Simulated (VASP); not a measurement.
Set up this calculation in VASP 6.6.1, as the native input.

```yaml
Task: single point
Functional: r2SCAN
Potentials_or_basis: VASP PAW PBE potentials, release 64 (Ba_sv, Zr_sv, O)
Cutoff: 520 eV
k_mesh: 6 × 6 × 6
Occupations: gaussian, width 0.05 eV
Spin: no spin polarisation
Dipole_correction: no
Further_INCAR_settings: ALGO = Normal; EDIFF = 1e-06; NBANDS = 28
```

Crystal: BaZrO3.

```
CELL_PARAMETERS angstrom
4.18150 0.00000 0.00000
0.00000 4.18150 0.00000
0.00000 0.00000 4.18150
ATOMIC_POSITIONS crystal
Ba 0.51268 0.48732 0.50000
Zr 0.00000 0.00000 0.00000
O 0.50000 0.00000 0.00000
O 0.00000 0.50000 0.00000
O 0.00000 0.00000 0.50000
```

This cell differs from its parent crystal: all Ba atoms moved +0.075 Å, as atom 1 along Cartesian [1 -1 0].

One way to write it, as run:

POSCAR

```
BaZrO3
1.0
    4.1815000000      0.0000000000      0.0000000000
    0.0000000000      4.1815000000      0.0000000000
    0.0000000000      0.0000000000      4.1815000000
Ba Zr O
1 1 3
Direct
    0.5126827714      0.4873172286      0.5000000000
    0.0000000000      0.0000000000      0.0000000000
    0.5000000000      0.0000000000      0.0000000000
    0.0000000000      0.5000000000      0.0000000000
    0.0000000000      0.0000000000      0.5000000000
```

INCAR.step1

```
  PREC = Accurate
  ENCUT = 520
  ISMEAR = 0
  SIGMA = 0.05
  LREAL = False
  LASPH = True
  NELM = 60
  NBANDS = 28
  GGA = PE
  ALGO = Normal
  EDIFF = 1E-4
  LWAVE = True
  LCHARG = False
```

INCAR.step2

```
  PREC = Accurate
  ENCUT = 520
  EDIFF = 1E-6
  ISMEAR = 0
  SIGMA = 0.05
  LREAL = False
  LASPH = True
  NELM = 60
  ALGO = Normal
  ISIF = 2
  LWAVE = False
  LCHARG = False
  METAGGA = R2SCAN
  LMIXTAU = True
  NBANDS = 28
  ISTART = 1
```

KPOINTS

```
regular mesh
0
Gamma
  6 6 6
```

Potentials or basis: VASP PAW PBE potentials, release 64 (Ba_sv, Zr_sv, O).

Command:

```sh
$ cat potpaw_PBE.64/Ba_sv/POTCAR potpaw_PBE.64/Zr_sv/POTCAR potpaw_PBE.64/O/POTCAR > POTCAR
$ cp INCAR.step1 INCAR
$ mpirun -np 1 vasp_std > vasp.out
$ cp INCAR.step2 INCAR
$ mpirun -np 1 vasp_std > vasp.out
```

It gave:

```json
{"Pressure": "4.1 GPa", "Largest force": "0.338 eV/Å", "Band gap on the k mesh": "3.72 eV (least direct gap 3.95 eV)"}
```

Caveat: the cell differs from its parent crystal (all Ba atoms moved +0.075 Å, as atom 1 along Cartesian [1 -1 0]); the cell stands under pressure; the PAW data sets were made with another functional, which shifts forces and pressure a little; spin-orbit coupling is left out, which moves the levels of the heavy elements.

It took 4.1 min on 1 thread of Intel Xeon 8259CL, on a shared host, peak memory 0.26 GiB.
